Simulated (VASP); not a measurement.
# TePb (Fm-3m) in VASP: further runs

Runs on TePb. Level: PBE. Tasks: single point.

Everything below comes from runs of VASP 6.6.1. Logs are shortened: lines on timing, memory, paths and dates and some standing lists are left out, and cuts for length are marked.

## 1. The cell of the first run

The structure is cubic, space group Fm-3m (No. 225). The conventional cell has a = 6.505 Å, b = 6.505 Å, c = 6.505 Å, α = 90.00°, β = 90.00°, γ = 90.00°. Within 4.3 Å of Te (site symmetry m-3m) lie 6 Pb at 3.25 Å. Pb (site symmetry m-3m) has 6 Te at 3.25 Å within 4.3 Å.

## 2. Single point, PBE

INCAR

```
PREC     = Accurate       # precision mode
ENCUT    = 520            # plane-wave cutoff, eV
EDIFF    = 1E-6           # SCF threshold, eV
ISMEAR   = 0              # smearing method
SIGMA    = 0.01           # smearing width, eV
LREAL    = F              # projectors in reciprocal space
LASPH    = T              # aspherical terms in the spheres
NELM     = 60             # most SCF steps
ALGO     = Normal         # electronic algorithm
ISIF     = 2              # what is computed and relaxed
LWAVE    = F              # write WAVECAR
LCHARG   = T              # write CHGCAR
GGA      = PE             # functional
LELF     = T              # ELF
LVHAR    = T            
NBANDS   = 17             # bands
```

KPOINTS

```
regular mesh
0
Gamma
  5 5 5
```

POSCAR

```
TePb
1.0
    0.0000000000      3.2523979746      3.2523979746
    3.2523979746      0.0000000000      3.2523979746
    3.2523979746      3.2523979746      0.0000000000
Te Pb
1 1
Direct
    0.5000000000      0.5000000000      0.5000000000
    0.0000000000      0.0000000000      0.0000000000
```

Potentials or basis: VASP PAW PBE potentials, release 64 (Te, Pb_d).

The run is started by

```console
cat potpaw_PBE.64/Te/POTCAR potpaw_PBE.64/Pb_d/POTCAR > POTCAR
mpirun -np 1 vasp_std > vasp.out
```

OUTCAR:

```text
PREC = Accurate
   ENCUT = 520
   EDIFF = 1E-6
   ISMEAR = 0
   LREAL = F
   LASPH = T
   NELM = 60
   ISIF = 2
   GGA = PE

 ion  position               nearest neighbor table
   1  0.500  0.500  0.500-   2 3.25   2 3.25   2 3.25   2 3.25   2 3.25   2 3.25
   2  0.000  0.000  0.000-   1 3.25   1 3.25   1 3.25   1 3.25   1 3.25   1 3.25

  LATTYP: Found a face centered cubic cell.
 ALAT       =     6.5047959492

  Lattice vectors:

 A1 = (   0.0000000000,   3.2523979746,   3.2523979746)
 A2 = (   3.2523979746,   0.0000000000,   3.2523979746)
 A3 = (   3.2523979746,   3.2523979746,   0.0000000000)

Analysis of symmetry for initial positions (statically):
=====================================================================
 Subroutine PRICEL returns:
 Original cell was already a primitive cell.

 Routine SETGRP: Setting up the symmetry group for a
 face centered cubic supercell.

 Subroutine GETGRP returns: Found 48 space group operations
 (whereof 48 operations were pure point group operations)
 out of a pool of 48 trial point group operations.

The static configuration has the point symmetry O_h .

Analysis of symmetry for dynamics (positions and initial velocities):
=====================================================================
 Subroutine PRICEL returns:
 Original cell was already a primitive cell.

 Routine SETGRP: Setting up the symmetry group for a
 face centered cubic supercell.

 Subroutine GETGRP returns: Found 48 space group operations
 (whereof 48 operations were pure point group operations)
 out of a pool of 48 trial point group operations.

The dynamic configuration has the point symmetry O_h .

 Subroutine INISYM returns: Found 48 space group operations
 (whereof 48 operations are pure point group operations),
 and found     1 'primitive' translations

----------------------------------------------------------------------------------------

                                     Primitive cell

  volume of cell :      68.8083

  direct lattice vectors                    reciprocal lattice vectors
     0.000000000  3.252397975  3.252397975    -0.153732724  0.153732724  0.153732724
     3.252397975  0.000000000  3.252397975     0.153732724 -0.153732724  0.153732724
[... 64 lines left out ...]
   ISPIN  =      1    spin polarized calculation?
   LNONCOLLINEAR =      F non collinear calculations
   LSORBIT =      F    spin-orbit coupling
   LASPH  =      T    aspherical Exc in radial PAW
   ENCUT  =  520.0 eV  38.22 Ry    6.18 a.u.   8.55  8.55  8.55*2*pi/ulx,y,z
   NELM   =     60;   NELMIN=  2; NELMDL= -5     # of ELM steps
   EDIFF  = 0.1E-05   stopping-criterion for ELM
   LREAL  =      F    real-space projection
   EDIFFG = 0.1E-04   stopping-criterion for IOM
   NSW    =      0    number of steps for IOM
   IBRION =     -1    ionic relax: 0-MD 1-quasi-New 2-CG
   NFREE  =      0    steps in history (QN), initial steepest desc. (CG)
   ISIF   =      2    stress and relaxation
   ISYM   =      2    0-nonsym 1-usesym 2-fastsym
   POTIM  = 0.5000    time-step for ionic-motion
   TEBEG  =    0.0;   TEEND  =   0.0 temperature during run
   PSTRESS=    0.0 pullay stress
   NELECT =      20.0000    total number of electrons
   NUPDOWN=      -1.0000    fix difference up-down
   EMIN   =  10.00;   EMAX   =-10.00  energy-range for DOS
   EFERMI =   0.00;   METHOD = LEGACY
   ISMEAR =     0;   SIGMA  =   0.01  broadening in eV -4-tet -1-fermi 0-gaus
   EFERMI_NEDOS =   21; number of points for ismear=-14 and -15
   IALGO  =     38    algorithm
   IMIX   =      4    mixing-type and parameters
     AMIX     =   0.40;   BMIX     =  1.00
     AMIX_MAG =   1.60;   BMIX_MAG =  1.00
  volume/ion in A,a.u.               =      34.40       232.17
  Fermi-wavevector in a.u.,A,eV,Ry     =   1.084437  2.049290 16.000512  1.176004
  Thomas-Fermi vector in A             =   2.220527
   LORBIT       =      0    0 simple, 1 ext, 2 COOP (PROOUT), +10 PAW based schemes
   GGA     = PE    functional components
   LHFCALC =     F    Hartree Fock is set to
   AEXX    =    0.0000 exact exchange contribution
   IVDW    =     0    specifies the selected vdW correction
   LEPSILON=     F    determine dielectric tensor
   LRPA    =     F    only Hartree local field effects (RPA)
 non-spin polarized calculation
 Gauss-broadening in eV      SIGMA  =   0.01
  energy-cutoff  :      520.00
  volume of cell :       68.81
 maximum number of plane-waves:      1875
 NGX is ok and might be reduce to    36
   NGX = 17   NGY = 17   NGZ = 17

 number of electron      20.0000003 magnetization

 Free energy of the ion-electron system (eV)
  ---------------------------------------------------
  ext. energy  EPLUGINS =         0.00000000
  ---------------------------------------------------
  free energy    TOTEN  =        -7.51677557 eV

  energy without entropy =       -7.51677557  energy(sigma->0) =       -7.51677557

 E-fermi :   5.3074     XC(G=0):  -9.2125

 val. band max:        5.2217390370   @ k =  -0.2000   0.2000   0.0000
 cond. band min:       6.4422428058   @ k =   0.4000   0.0000   0.0000
 fundamental gap:      1.2205037688
 Fermi energy:         5.3074058459

 k-point     1 :       0.0000    0.0000    0.0000
  band No.  band energies     occupation
      1     -11.3206      2.00000
      2     -11.3206      2.00000
      3     -11.3127      2.00000
      4     -11.3127      2.00000
      5     -11.3127      2.00000
      6      -6.4864      2.00000
[... 177 lines left out ...]
      4     -11.3003      2.00000
      5     -11.2914      2.00000
      6      -4.8773      2.00000
[... 9 lines left out ...]
     16      15.4426      0.00000
     17      15.5135      0.00000

------------------------ aborting loop because EDIFF is reached ----------------------------------------

  FORCE on cell =-STRESS in cart. coord.  units (eV):
  Direction    XX          YY          ZZ          XY          YZ          ZX
  --------------------------------------------------------------------------------------
  -------------------------------------------------------------------------------------
  Total        0.4966816      0.4966816      0.4966816     -0.0000000      0.0000000      0.0000000
  in kB       11.5650519     11.5650519     11.5650519     -0.0000000      0.0000000      0.0000000
  external PRESSURE =      11.5650519 kB  Pullay stress =       0.0000000 kB

 VOLUME and BASIS-vectors are now :
 -----------------------------------------------------------------------------
  energy-cutoff  :      520.00
  volume of cell :       68.81
      direct lattice vectors                 reciprocal lattice vectors
     0.000000000  3.252397975  3.252397975    -0.153732724  0.153732724  0.153732724
     3.252397975  0.000000000  3.252397975     0.153732724 -0.153732724  0.153732724
     3.252397975  3.252397975  0.000000000     0.153732724  0.153732724 -0.153732724

 POSITION                                       TOTAL-FORCE (eV/Angst)
 -----------------------------------------------------------------------------------
      3.25240      3.25240      3.25240        -0.000000     -0.000000      0.000000
      0.00000      0.00000      0.00000         0.000000      0.000000     -0.000000
 -----------------------------------------------------------------------------------
    total drift:                               -0.000000      0.000000      0.000000

  FREE ENERGIE OF THE ION-ELECTRON SYSTEM (eV)
  ---------------------------------------------------
  free  energy   TOTEN  =        -7.5167755710 eV

  energy  without entropy=       -7.5167755710  energy(sigma->0) =       -7.51677557
```

stdout:

```text
POSCAR found type information on POSCAR TePb
 POSCAR found :  2 types and       2 ions
 scaLAPACK will be used
 LDA part: xc-table for (Slater+PW92), standard interpolation
 POSCAR, INCAR and KPOINTS ok, starting setup
 FFT: planning ... GRIDC
 FFT: planning ... GRID_SOFT
 FFT: planning ... GRID
 WAVECAR not read
 entering main loop
```

Run time: 26 s. Hardware: 1 thread of Intel Xeon 8259CL, shared host; peak memory 0.2 GiB.

What came out:

- Free energy: -7.5168 eV
- Pressure: 1.2 GPa

Levels at points of the mesh, in eV from the Fermi level:
| k point | band 8 | band 9 | band 10 | band 11 | band 12 | band 13 |
| --- | --- | --- | --- | --- | --- | --- |
| (0.00, 0.00, 0.00) | -1.21 | -1.21 | -1.21 | 4.12 | 4.12 | 4.12 |

Caveat: this odd mesh misses L, where the gap lies, so gap, dielectric constants and Born charges aren't listed; spin-orbit coupling is left out, which moves the levels of the heavy elements.

## 3. Single point, PBE

This run uses another cell than the first one, of 35.08 Å³/atom, 1.020 times its volume.

INCAR

```
SYSTEM = TePb
ALGO = Normal ; EDIFF = 1E-6
ENCUT = 520 ; GGA = PE
ISIF = 2 ; ISMEAR = 0
LASPH = .True. ; LCHARG = .False.
LREAL = .False. ; LWAVE = .False.
NBANDS = 17 ; NELM = 80
PREC = Accurate ; SIGMA = 0.01
```

KPOINTS

```
k-points
0
Gamma
  5 5 5
  0 0 0
```

POSCAR

```
TePb
1.0
    0.0000000000      3.2735180337      3.2735180337
    3.2735180337      0.0000000000      3.2735180337
    3.2735180337      3.2735180337      0.0000000000
Te Pb
1 1
Direct
    0.5000000000      0.5000000000      0.5000000000
    0.0000000000      0.0000000000      0.0000000000
```

Potentials or basis: VASP PAW PBE potentials, release 64 (Te, Pb_d).

The run is started by

```console
cat potpaw_PBE.64/Te/POTCAR potpaw_PBE.64/Pb_d/POTCAR > POTCAR
mpirun -np 1 vasp_std > vasp.out
```

OUTCAR:

```text
SYSTEM = TePb
   EDIFF = 1E-6
   ENCUT = 520
   GGA = PE
   ISIF = 2
   ISMEAR = 0
   LASPH = .True.
   LREAL = .False.
   NELM = 80
   PREC = Accurate

 ion  position               nearest neighbor table
   1  0.500  0.500  0.500-   2 3.27   2 3.27   2 3.27   2 3.27   2 3.27   2 3.27
   2  0.000  0.000  0.000-   1 3.27   1 3.27   1 3.27   1 3.27   1 3.27   1 3.27

  LATTYP: Found a face centered cubic cell.
 ALAT       =     6.5470360674

  Lattice vectors:

 A1 = (   0.0000000000,   3.2735180337,   3.2735180337)
 A2 = (   3.2735180337,   0.0000000000,   3.2735180337)
 A3 = (   3.2735180337,   3.2735180337,   0.0000000000)

Analysis of symmetry for initial positions (statically):
=====================================================================
 Subroutine PRICEL returns:
 Original cell was already a primitive cell.

 Routine SETGRP: Setting up the symmetry group for a
 face centered cubic supercell.

 Subroutine GETGRP returns: Found 48 space group operations
 (whereof 48 operations were pure point group operations)
 out of a pool of 48 trial point group operations.

The static configuration has the point symmetry O_h .

Analysis of symmetry for dynamics (positions and initial velocities):
=====================================================================
 Subroutine PRICEL returns:
 Original cell was already a primitive cell.

 Routine SETGRP: Setting up the symmetry group for a
 face centered cubic supercell.

 Subroutine GETGRP returns: Found 48 space group operations
 (whereof 48 operations were pure point group operations)
 out of a pool of 48 trial point group operations.

The dynamic configuration has the point symmetry O_h .

 Subroutine INISYM returns: Found 48 space group operations
 (whereof 48 operations are pure point group operations),
 and found     1 'primitive' translations

----------------------------------------------------------------------------------------

[... 96 lines left out ...]
     AMIX     =   0.40;   BMIX     =  1.00
     AMIX_MAG =   1.60;   BMIX_MAG =  1.00
  volume/ion in A,a.u.               =      35.08       236.72
  Fermi-wavevector in a.u.,A,eV,Ry     =   1.077441  2.036068 15.794714  1.160879
  Thomas-Fermi vector in A             =   2.213353
   LORBIT       =      0    0 simple, 1 ext, 2 COOP (PROOUT), +10 PAW based schemes
   GGA     = PE    functional components
   LHFCALC =     F    Hartree Fock is set to
   AEXX    =    0.0000 exact exchange contribution
   IVDW    =     0    specifies the selected vdW correction
   LEPSILON=     F    determine dielectric tensor
   LRPA    =     F    only Hartree local field effects (RPA)
 non-spin polarized calculation
 Gauss-broadening in eV      SIGMA  =   0.01
  energy-cutoff  :      520.00
  volume of cell :       70.16
 maximum number of plane-waves:      1917
 NGX is ok and might be reduce to    36
   NGX = 17   NGY = 17   NGZ = 17

 number of electron      20.0000001 magnetization

 Free energy of the ion-electron system (eV)
  ---------------------------------------------------
  ext. energy  EPLUGINS =         0.00000000
  ---------------------------------------------------
  free energy    TOTEN  =        -7.52355005 eV

  energy without entropy =       -7.52355005  energy(sigma->0) =       -7.52355005

 E-fermi :   5.0576     XC(G=0):  -9.1257

 val. band max:        4.9924888047   @ k =  -0.2000   0.2000   0.0000
 cond. band min:       6.2242570793   @ k =   0.4000   0.0000   0.0000
 fundamental gap:      1.2317682746
 Fermi energy:         5.0575886718

 k-point     1 :       0.0000    0.0000    0.0000
  band No.  band energies     occupation
      1     -11.5366      2.00000
      2     -11.5366      2.00000
      3     -11.5302      2.00000
      4     -11.5302      2.00000
      5     -11.5302      2.00000
      6      -6.5745      2.00000
[... 177 lines left out ...]
      4     -11.5187      2.00000
      5     -11.5105      2.00000
      6      -5.0291      2.00000
[... 9 lines left out ...]
     16      15.1528      0.00000
     17      15.2636      0.00000

------------------------ aborting loop because EDIFF is reached ----------------------------------------

  FORCE on cell =-STRESS in cart. coord.  units (eV):
  Direction    XX          YY          ZZ          XY          YZ          ZX
  --------------------------------------------------------------------------------------
  -------------------------------------------------------------------------------------
  Total        0.1501517      0.1501517      0.1501517     -0.0000000      0.0000000      0.0000000
  in kB        3.4289923      3.4289923      3.4289923     -0.0000000      0.0000000      0.0000000
  external PRESSURE =       3.4289923 kB  Pullay stress =       0.0000000 kB

 VOLUME and BASIS-vectors are now :
 -----------------------------------------------------------------------------
  energy-cutoff  :      520.00
  volume of cell :       70.16
      direct lattice vectors                 reciprocal lattice vectors
     0.000000000  3.273518034  3.273518034    -0.152740872  0.152740872  0.152740872
     3.273518034  0.000000000  3.273518034     0.152740872 -0.152740872  0.152740872
     3.273518034  3.273518034  0.000000000     0.152740872  0.152740872 -0.152740872

 POSITION                                       TOTAL-FORCE (eV/Angst)
 -----------------------------------------------------------------------------------
      3.27352      3.27352      3.27352        -0.000000      0.000000     -0.000000
      0.00000      0.00000      0.00000         0.000000      0.000000      0.000000
 -----------------------------------------------------------------------------------
    total drift:                               -0.000000      0.000000      0.000000

  FREE ENERGIE OF THE ION-ELECTRON SYSTEM (eV)
  ---------------------------------------------------
  free  energy   TOTEN  =        -7.5235500518 eV

  energy  without entropy=       -7.5235500518  energy(sigma->0) =       -7.52355005
```

Wall time 24 s (1 thread of Intel Xeon 8259CL, shared host); peak memory 0.2 GiB.

What came out:

```
Free energy : -7.5236 eV
Pressure    : 0.3 GPa
```

Caveat: this odd mesh misses L, where the gap lies, so gap, dielectric constants and Born charges aren't listed; spin-orbit coupling is left out, which moves the levels of the heavy elements.

## 4. Single point, PBE

This run uses another cell than the first one, of 35.75 Å³/atom, 1.039 times its volume.

INCAR

```
SYSTEM = TePb
PREC     = Accurate       ! precision mode
ENCUT    = 520            ! plane-wave cutoff, eV
EDIFF    = 1E-6           ! SCF threshold, eV
ISMEAR   = 0              ! smearing method
SIGMA    = 0.01           ! smearing width, eV
LREAL    = .FALSE.        ! projectors in reciprocal space
LASPH    = .TRUE.         ! aspherical terms in the spheres
NELM     = 80             ! most SCF steps
ALGO     = Normal         ! electronic algorithm
ISIF     = 2              ! what is computed and relaxed
LWAVE    = .FALSE.        ! write WAVECAR
LCHARG   = .TRUE.         ! write CHGCAR
GGA      = PE             ! functional
LELF     = .TRUE.         ! ELF
LVHAR    = .TRUE.       
NBANDS   = 17             ! bands
```

KPOINTS

```
Automatic mesh
0
G
  5 5 5
  0 0 0
```

POSCAR

```
TePb
1.0
    0.0000000000      3.2943690292      3.2943690292
    3.2943690292      0.0000000000      3.2943690292
    3.2943690292      3.2943690292      0.0000000000
Te Pb
1 1
Direct
    0.5000000000      0.5000000000      0.5000000000
    0.0000000000      0.0000000000      0.0000000000
```

The run is started by

```console
cat potpaw_PBE.64/Te/POTCAR potpaw_PBE.64/Pb_d/POTCAR > POTCAR
mpirun -np 1 vasp_std > vasp.out
```

Run time: 23 s. Hardware: 1 thread of Intel Xeon 8259CL, shared host; peak memory 0.21 GiB.

It converged, with:

* Free energy: -7.5237 eV
* Pressure: -0.4 GPa

Levels at points of the mesh, in eV from the Fermi level:
```tsv
k point	band 8	band 9	band 10	band 11	band 12	band 13
(0.00, 0.00, 0.00)	-1.12	-1.12	-1.12	4.02	4.02	4.02
```

Caveat: this odd mesh misses L, where the gap lies, so gap, dielectric constants and Born charges aren't listed; spin-orbit coupling is left out, which moves the levels of the heavy elements.

## 5. Summary

| cell | pressure (GPa) |
| --- | --- |
| a = 4.600 Å, angles 60.0°, 2 atoms | 1.2 |
| a = 4.629 Å, angles 60.0°, 2 atoms | 0.3 |
| a = 4.659 Å, angles 60.0°, 2 atoms | -0.4 |

Alike in all rows: task single point; level PBE; potentials or basis VASP PAW PBE potentials, release 64 (Te, Pb_d); no spin polarisation; k mesh 5 × 5 × 5; cutoff (eV) 520; smearing gaussian 0.01 eV.

Caveats: spin-orbit coupling is left out, which moves the levels of the heavy elements.

Total energies depend on the potentials used, so only differences within one code and one set of settings carry meaning.
